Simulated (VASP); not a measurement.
# AgBr (rocksalt type) (Fm-3m) in VASP: notebook

Runs on AgBr (rocksalt type). Level: PBE. Tasks: single point.

Everything below comes from runs of VASP 6.6.1. Logs are shortened: lines on timing, memory, paths and dates and some standing lists are left out, and cuts for length are marked.

**1. The cell of the first run**

The structure is cubic, space group Fm-3m (No. 225). Conventional cell: a = 4.697 Å, b = 4.697 Å, c = 4.697 Å, α = 90.00°, β = 90.00°, γ = 90.00°. Within 3.1 Å of Ag (site symmetry m-3m) lie 6 Br at 2.35 Å. Br (site symmetry m-3m) has 6 Ag at 2.35 Å within 3.1 Å.

**2. Single point, PBE (12.95 Å³/atom)**

File INCAR:

```
ALGO = Normal
EDIFF = 1E-6
ENCUT = 500
GGA = PE
GGA_COMPAT = False
ISIF = 2
ISMEAR = -1
LASPH = True
LCHARG = True
LELF = True
LREAL = False
LVHAR = True
LWAVE = False
NBANDS = 16
NELM = 120
PREC = Accurate
SIGMA = 0.08
```

File KPOINTS:

```
k-points
0
Gamma
  14 14 14
```

File POSCAR:

```
AgBr
1.0
    0.0000000000      2.3484624522      2.3484624522
    2.3484624522      0.0000000000      2.3484624522
    2.3484624522      2.3484624522      0.0000000000
Ag Br
1 1
Direct
    0.0000000000      0.0000000000      0.0000000000
    0.5000000000      0.5000000000      0.5000000000
```

Potentials or basis: VASP PAW PBE potentials, release 64 (Ag, Br).

On the command line:

```sh
cat potpaw_PBE.64/Ag/POTCAR potpaw_PBE.64/Br/POTCAR > POTCAR
mpirun -np 1 vasp_std > vasp.out
```

OUTCAR:

```text
EDIFF = 1E-6
   ENCUT = 500
   GGA = PE
   ISIF = 2
   ISMEAR = -1
   LASPH = True
   LREAL = False
   NELM = 120
   PREC = Accurate

 ion  position               nearest neighbor table
   1  0.000  0.000  0.000-   2 2.35   2 2.35   2 2.35   2 2.35   2 2.35   2 2.35
   2  0.500  0.500  0.500-   1 2.35   1 2.35   1 2.35   1 2.35   1 2.35   1 2.35

  LATTYP: Found a face centered cubic cell.
 ALAT       =     4.6969249044

  Lattice vectors:

 A1 = (   0.0000000000,   2.3484624522,   2.3484624522)
 A2 = (   2.3484624522,   0.0000000000,   2.3484624522)
 A3 = (   2.3484624522,   2.3484624522,   0.0000000000)

Analysis of symmetry for initial positions (statically):
=====================================================================
 Subroutine PRICEL returns:
 Original cell was already a primitive cell.

 Routine SETGRP: Setting up the symmetry group for a
 face centered cubic supercell.

 Subroutine GETGRP returns: Found 48 space group operations
 (whereof 48 operations were pure point group operations)
 out of a pool of 48 trial point group operations.

The static configuration has the point symmetry O_h .

Analysis of symmetry for dynamics (positions and initial velocities):
=====================================================================
 Subroutine PRICEL returns:
 Original cell was already a primitive cell.

 Routine SETGRP: Setting up the symmetry group for a
 face centered cubic supercell.

 Subroutine GETGRP returns: Found 48 space group operations
 (whereof 48 operations were pure point group operations)
 out of a pool of 48 trial point group operations.

The dynamic configuration has the point symmetry O_h .

 Subroutine INISYM returns: Found 48 space group operations
 (whereof 48 operations are pure point group operations),
 and found     1 'primitive' translations

----------------------------------------------------------------------------------------

                                     Primitive cell

  volume of cell :      25.9048

  direct lattice vectors                    reciprocal lattice vectors
     0.000000000  2.348462452  2.348462452    -0.212905256  0.212905256  0.212905256
     2.348462452  0.000000000  2.348462452     0.212905256 -0.212905256  0.212905256
     2.348462452  2.348462452  0.000000000     0.212905256  0.212905256 -0.212905256

  length of vectors
     3.321227451  3.321227451  3.321227451     0.368762721  0.368762721  0.368762721

  position of ions in fractional coordinates (direct lattice)
     0.000000000  0.000000000  0.000000000
     0.500000000  0.500000000  0.500000000

  ion indices of the primitive-cell ions
   primitive index   ion index
                 1           1
                 2           2

----------------------------------------------------------------------------------------

 KPOINTS: k-points

Automatic generation of k-mesh.
 Grid dimensions read from file:
 generate k-points for:   14   14   14

 Generating k-lattice:

  Cartesian coordinates                     Fractional coordinates (reciprocal lattice)
    -0.015207518  0.015207518  0.015207518     0.071428571  0.000000000  0.000000000
     0.015207518 -0.015207518  0.015207518     0.000000000  0.071428571  0.000000000
     0.015207518  0.015207518 -0.015207518     0.000000000  0.000000000  0.071428571

  Length of vectors
     0.026340194  0.026340194  0.026340194

  Shift w.r.t. Gamma in fractional coordinates (k-lattice)
     0.000000000  0.000000000  0.000000000

 Subroutine IBZKPT returns following result:
 ===========================================

 Found    104 irreducible k-points:

 Following reciprocal coordinates:
            Coordinates               Weight
  0.000000  0.000000  0.000000      1.000000
  0.071429  0.000000  0.000000      8.000000
  0.142857  0.000000  0.000000      8.000000
  0.214286  0.000000  0.000000      8.000000
  0.285714  0.000000  0.000000      8.000000
  0.357143  0.000000  0.000000      8.000000
[... 16 lines left out ...]
  0.214286  0.142857  0.000000     24.000000
  0.285714  0.142857  0.000000     24.000000
 [... further k-points ...]
   k-points           NKPTS =    104   k-points in BZ     NKDIM =    104   number of bands    NBANDS=     16
   number of dos      NEDOS =    301   number of ions     NIONS =      2
   total plane-waves  NPLWV =  13824
   dimension x,y,z NGX =    24 NGY =   24 NGZ =   24
   dimension x,y,z NGXF=    48 NGYF=   48 NGZF=   48
   ions per type =               1   1
   NGX,Y,Z   is equivalent  to a cutoff of  12.01, 12.01, 12.01 a.u.
   NGXF,Y,Z  is equivalent  to a cutoff of  24.03, 24.03, 24.03 a.u.
 SYSTEM =  unknown system
   PREC   = accura    normal or accurate (medium, high low for compatibility)
   ISTART =      0    job   : 0-new  1-cont  2-samecut
   ICHARG =      2    charge: 1-file 2-atom 10-const
   ISPIN  =      1    spin polarized calculation?
   LNONCOLLINEAR =      F non collinear calculations
   LSORBIT =      F    spin-orbit coupling
   LASPH  =      T    aspherical Exc in radial PAW
   ENCUT  =  500.0 eV  36.75 Ry    6.06 a.u.   6.06  6.06  6.06*2*pi/ulx,y,z
   NELM   =    120;   NELMIN=  2; NELMDL= -5     # of ELM steps
   EDIFF  = 0.1E-05   stopping-criterion for ELM
   LREAL  =      F    real-space projection
   EDIFFG = 0.1E-04   stopping-criterion for IOM
   NSW    =      0    number of steps for IOM
   IBRION =     -1    ionic relax: 0-MD 1-quasi-New 2-CG
   NFREE  =      0    steps in history (QN), initial steepest desc. (CG)
   ISIF   =      2    stress and relaxation
   ISYM   =      2    0-nonsym 1-usesym 2-fastsym
   POTIM  = 0.5000    time-step for ionic-motion
   TEBEG  =    0.0;   TEEND  =   0.0 temperature during run
   PSTRESS=    0.0 pullay stress
   NELECT =      18.0000    total number of electrons
   NUPDOWN=      -1.0000    fix difference up-down
   EMIN   =  10.00;   EMAX   =-10.00  energy-range for DOS
   EFERMI =   0.00;   METHOD = LEGACY
   ISMEAR =    -1;   SIGMA  =   0.08  broadening in eV -4-tet -1-fermi 0-gaus
   EFERMI_NEDOS =   21; number of points for ismear=-14 and -15
   IALGO  =     38    algorithm
   IMIX   =      4    mixing-type and parameters
     AMIX     =   0.40;   BMIX     =  1.00
     AMIX_MAG =   1.60;   BMIX_MAG =  1.00
  volume/ion in A,a.u.               =      12.95        87.41
  Fermi-wavevector in a.u.,A,eV,Ry     =   1.450014  2.740128 28.606782  2.102539
  Thomas-Fermi vector in A             =   2.567674
   LORBIT       =      0    0 simple, 1 ext, 2 COOP (PROOUT), +10 PAW based schemes
   GGA     = PE    functional components
   LHFCALC =     F    Hartree Fock is set to
   AEXX    =    0.0000 exact exchange contribution
   IVDW    =     0    specifies the selected vdW correction
   LEPSILON=     F    determine dielectric tensor
   LRPA    =     F    only Hartree local field effects (RPA)
 non-spin polarized calculation
  energy-cutoff  :      500.00
  volume of cell :       25.90
 maximum number of plane-waves:       670
   NGX = 13   NGY = 13   NGZ = 13

 number of electron      17.9999998 magnetization

 Free energy of the ion-electron system (eV)
  ---------------------------------------------------
  ext. energy  EPLUGINS =         0.00000000
  ---------------------------------------------------
  free energy    TOTEN  =         0.46462064 eV

  energy without entropy =        0.46706186  energy(sigma->0) =        0.46584125

 E-fermi :  14.1457     XC(G=0): -13.2064

 val. band max:       14.1135547638   @ k =   0.5000   0.0000   0.0000
 cond. band min:      14.1513562550   @ k =   0.4286   0.4286   0.0000
 fundamental gap:      0.0378014912
 Fermi energy:        14.1457014838

 k-point     1 :       0.0000    0.0000    0.0000
  band No.  band energies     occupation
      1      -7.1800      2.00000
      2       6.5283      2.00000
      3       6.5283      2.00000
      4       6.5283      2.00000
      5       6.6406      2.00000
      6       6.6406      2.00000
[... 8 lines left out ...]
     15      28.3810      0.00000
     16      28.3810      0.00000

 k-point     2 :       0.0714    0.0000    0.0000
  band No.  band energies     occupation
      1      -7.1028      2.00000
      2       6.3305      2.00000
      3       6.3305      2.00000
      4       6.3495      2.00000
      5       6.5990      2.00000
      6       6.5990      2.00000
[... 8 lines left out ...]
     15      27.1439      0.00000
     16      27.1439      0.00000

 k-point     3 :       0.1429    0.0000    0.0000
  band No.  band energies     occupation
      1      -6.8774      2.00000
      2       5.7472      2.00000
      3       5.7472      2.00000
      4       5.7556      2.00000
      5       6.7412      2.00000
      6       6.7412      2.00000
[... 8 lines left out ...]
     15      26.1025      0.00000
     16      26.1025      0.00000

 k-point     4 :       0.2143    0.0000    0.0000
  band No.  band energies     occupation
      1      -6.5228      2.00000
      2       4.7874      2.00000
      3       5.1479      2.00000
      4       5.1479      2.00000
      5       6.9618      2.00000
      6       6.9618      2.00000
[... 8 lines left out ...]
     15      25.8020      0.00000
     16      25.8020      0.00000
[... 324 lines left out ...]
 k-point    22 :       0.1429    0.1429    0.0000
  band No.  band energies     occupation
      1      -6.7929      2.00000
      2       4.8503      2.00000
      3       6.3003      2.00000
      4       6.3167      2.00000
      5       6.3167      2.00000
      6       6.7441      2.00000
[... 8 lines left out ...]
     15      26.1533      0.00000
     16      29.2775      0.00000

 k-point    23 :       0.2143    0.1429    0.0000
  band No.  band energies     occupation
      1      -6.5512      2.00000
      2       4.2785      2.00000
      3       5.8438      2.00000
      4       5.9763      2.00000
      5       6.4996      2.00000
      6       6.9464      2.00000
[... 8 lines left out ...]
     15      27.0431      0.00000
     16      28.7035      0.00000

 k-point    24 :       0.2857    0.1429    0.0000
  band No.  band energies     occupation
      1      -6.2055      2.00000
      2       3.7152      2.00000
      3       5.1985      2.00000
      4       5.4309      2.00000
      5       6.7199      2.00000
      6       7.2497      2.00000
[... 8 lines left out ...]
     15      27.7247      0.00000
     16      28.3117      0.00000

 [... further k-points ...]

------------------------ aborting loop because EDIFF is reached ----------------------------------------

  FORCE on cell =-STRESS in cart. coord.  units (eV):
  Direction    XX          YY          ZZ          XY          YZ          ZX
  --------------------------------------------------------------------------------------
  -------------------------------------------------------------------------------------
  Total       23.0496108     23.0496108     23.0496108     -0.0000000     -0.0000000     -0.0000000
  in kB     1425.5856653   1425.5856653   1425.5856653     -0.0000000     -0.0000000     -0.0000000
  external PRESSURE =    1425.5856653 kB  Pullay stress =       0.0000000 kB

 VOLUME and BASIS-vectors are now :
 -----------------------------------------------------------------------------
  energy-cutoff  :      500.00
  volume of cell :       25.90
      direct lattice vectors                 reciprocal lattice vectors
     0.000000000  2.348462452  2.348462452    -0.212905256  0.212905256  0.212905256
     2.348462452  0.000000000  2.348462452     0.212905256 -0.212905256  0.212905256
     2.348462452  2.348462452  0.000000000     0.212905256  0.212905256 -0.212905256

 POSITION                                       TOTAL-FORCE (eV/Angst)
 -----------------------------------------------------------------------------------
      0.00000      0.00000      0.00000         0.000000     -0.000000     -0.000000
      2.34846      2.34846      2.34846        -0.000000      0.000000      0.000000
 -----------------------------------------------------------------------------------
    total drift:                                0.000000     -0.000000     -0.000000

  FREE ENERGIE OF THE ION-ELECTRON SYSTEM (eV)
  ---------------------------------------------------
  free  energy   TOTEN  =         0.4646206357 eV

  energy  without entropy=        0.4670618564  energy(sigma->0) =        0.46584125
```

Run time: 17 s. Hardware: 1 thread of Intel Xeon Platinum 8375C at 2.90GHz (Ice Lake), shared host; peak memory 0.17 GiB.

Results:

- Free energy: 0.4646 eV
- Pressure: 142.6 GPa
- Band gap on the k mesh: zero (bands 9 and 10 overlap by 0.16 eV)

Levels at points of the mesh, in eV from the Fermi level:
```tsv
k point	band 5	band 6	band 7	band 8	band 9	band 10	band 11	band 12	band 13	band 14
(0.00, 0.00, 0.00)	-7.51	-7.51	-4.89	-4.89	-4.89	1.77	8.02	9.52	9.52	9.52
(0.50, 0.00, 0.00)	-6.42	-6.42	-5.40	-0.03	-0.03	0.90	4.57	4.57	11.72	13.00
(0.50, 0.50, 0.00)	-7.15	-6.93	-6.04	-6.04	-4.72	-0.19	5.67	11.62	14.18	14.18
```

Caveat: the cell stands under pressure.

**3. Single point, PBE**

File INCAR:

```
SYSTEM = AgBr
ALGO = Normal
EDIFF = 1E-6
ENCUT = 500
GGA = PE
GGA_COMPAT = .FALSE.
ISIF = 2
ISMEAR = 0
LASPH = .TRUE.
LCHARG = .FALSE.
LREAL = .FALSE.
LWAVE = .FALSE.
NBANDS = 16
NELM = 120
PREC = Accurate
SIGMA = 0.01
```

File KPOINTS:

```
k-points
0
G
  14 14 14
  0 0 0
```

POSCAR is that of step 2.

Potentials or basis: VASP PAW PBE potentials, release 64 (Ag, Br).

On the command line:

```sh
cat potpaw_PBE.64/Ag/POTCAR potpaw_PBE.64/Br/POTCAR > POTCAR
mpirun -np 1 vasp_std > vasp.out
```

It took 17 s on 1 thread of Intel Xeon Platinum 8375C at 2.90GHz (Ice Lake), shared host; peak memory 0.16 GiB.

Results (log left out):

* Free energy: 0.4657 eV
* Pressure: 142.6 GPa
* Band gap on the k mesh: zero (bands 9 and 10 overlap by 0.16 eV)

Levels at points of the mesh, in eV from the Fermi level:
| k point | band 5 | band 6 | band 7 | band 8 | band 9 | band 10 | band 11 | band 12 | band 13 | band 14 |
| --- | --- | --- | --- | --- | --- | --- | --- | --- | --- | --- |
| (0.00, 0.00, 0.00) | -7.48 | -7.48 | -4.86 | -4.86 | -4.86 | 1.80 | 8.04 | 9.55 | 9.55 | 9.55 |
| (0.50, 0.00, 0.00) | -6.39 | -6.39 | -5.37 | 0.00 | 0.00 | 0.93 | 4.60 | 4.60 | 11.75 | 13.03 |
| (0.50, 0.50, 0.00) | -7.12 | -6.90 | -6.01 | -6.01 | -4.69 | -0.17 | 5.70 | 11.65 | 14.20 | 14.20 |

Caveat: the cell stands under pressure.

**4. Single point, PBE (20.92 Å³/atom)**

This run uses another cell than the first one, of 20.92 Å³/atom.

File INCAR:

```
SYSTEM = AgBr
PREC     = Accurate       ! precision mode
ENCUT    = 500            ! plane-wave cutoff, eV
EDIFF    = 1E-6           ! SCF threshold, eV
ISMEAR   = -1             ! smearing method
SIGMA    = 0.08           ! smearing width, eV
LREAL    = .False.        ! projectors in reciprocal space
LASPH    = .True.         ! aspherical terms in the spheres
NELM     = 120            ! most SCF steps
ALGO     = Normal         ! electronic algorithm
ISIF     = 2              ! what is computed and relaxed
LWAVE    = .False.        ! write WAVECAR
LCHARG   = .False.        ! write CHGCAR
GGA      = PE             ! functional
NBANDS   = 16             ! bands
GGA_COMPAT= .False.
```

File KPOINTS:

```
regular mesh
0
Gamma
  14 14 14
  0 0 0
```

File POSCAR:

```
AgBr
1.0
    0.0000000000      2.7555540564      2.7555540564
    2.7555540564      0.0000000000      2.7555540564
    2.7555540564      2.7555540564      0.0000000000
Ag Br
1 1
Direct
    0.0000000000      0.0000000000      0.0000000000
    0.5000000000      0.5000000000      0.5000000000
```

Potentials or basis: VASP PAW PBE potentials, release 64 (Ag, Br).

On the command line:

```sh
cat potpaw_PBE.64/Ag/POTCAR potpaw_PBE.64/Br/POTCAR > POTCAR
mpirun -np 1 vasp_std > vasp.out
```

OUTCAR:

```text
SYSTEM = AgBr
   PREC = Accurate
   ENCUT = 500
   EDIFF = 1E-6
   ISMEAR = -1
   LREAL = .False.
   LASPH = .True.
   NELM = 120
   ISIF = 2
   GGA = PE

 ion  position               nearest neighbor table
   1  0.000  0.000  0.000-   2 2.76   2 2.76   2 2.76   2 2.76   2 2.76   2 2.76
   2  0.500  0.500  0.500-   1 2.76   1 2.76   1 2.76   1 2.76   1 2.76   1 2.76

  LATTYP: Found a face centered cubic cell.
 ALAT       =     5.5111081128

  Lattice vectors:

[... 640 lines left out ...]
 [... further k-points ...]

------------------------ aborting loop because EDIFF is reached ----------------------------------------

  FORCE on cell =-STRESS in cart. coord.  units (eV):
  Direction    XX          YY          ZZ          XY          YZ          ZX
  --------------------------------------------------------------------------------------
  -------------------------------------------------------------------------------------
  Total        2.8014275      2.8014275      2.8014275     -0.0000000      0.0000000      0.0000000
  in kB      107.2588579    107.2588579    107.2588579     -0.0000000      0.0000000      0.0000000
  external PRESSURE =     107.2588579 kB  Pullay stress =       0.0000000 kB

 VOLUME and BASIS-vectors are now :
 -----------------------------------------------------------------------------
  energy-cutoff  :      500.00
  volume of cell :       41.85
      direct lattice vectors                 reciprocal lattice vectors
     0.000000000  2.755554056  2.755554056    -0.181451712  0.181451712  0.181451712
     2.755554056  0.000000000  2.755554056     0.181451712 -0.181451712  0.181451712
     2.755554056  2.755554056  0.000000000     0.181451712  0.181451712 -0.181451712

 POSITION                                       TOTAL-FORCE (eV/Angst)
 -----------------------------------------------------------------------------------
      0.00000      0.00000      0.00000        -0.000000     -0.000000     -0.000000
      2.75555      2.75555      2.75555         0.000000      0.000000      0.000000
 -----------------------------------------------------------------------------------
    total drift:                                0.000000      0.000000      0.000000

  FREE ENERGIE OF THE ION-ELECTRON SYSTEM (eV)
  ---------------------------------------------------
  free  energy   TOTEN  =        -4.7785149304 eV

  energy  without entropy=       -4.7784274949  energy(sigma->0) =       -4.77847121
```

stdout:

```text
POSCAR found type information on POSCAR AgBr
 POSCAR found :  2 types and       2 ions
 scaLAPACK will be used
 LDA part: xc-table for (Slater+PW92), standard interpolation
 POSCAR, INCAR and KPOINTS ok, starting setup
 FFT: planning ... GRIDC
 FFT: planning ... GRID_SOFT
 FFT: planning ... GRID
 WAVECAR not read
 entering main loop
```

It took 39 s on 1 thread of Intel Xeon Platinum 8375C at 2.90GHz (Ice Lake), shared host; peak memory 0.2 GiB.

What came out:

```yaml
Free_energy: -4.7785 eV
Pressure: 10.7 GPa
Band_gap_on_the_k_mesh: 0.69 eV (least direct gap 3.09 eV)
```

Caveat: the cell stands under pressure. A k mesh can miss the band edges.

(Continued in part 2 of 2.)
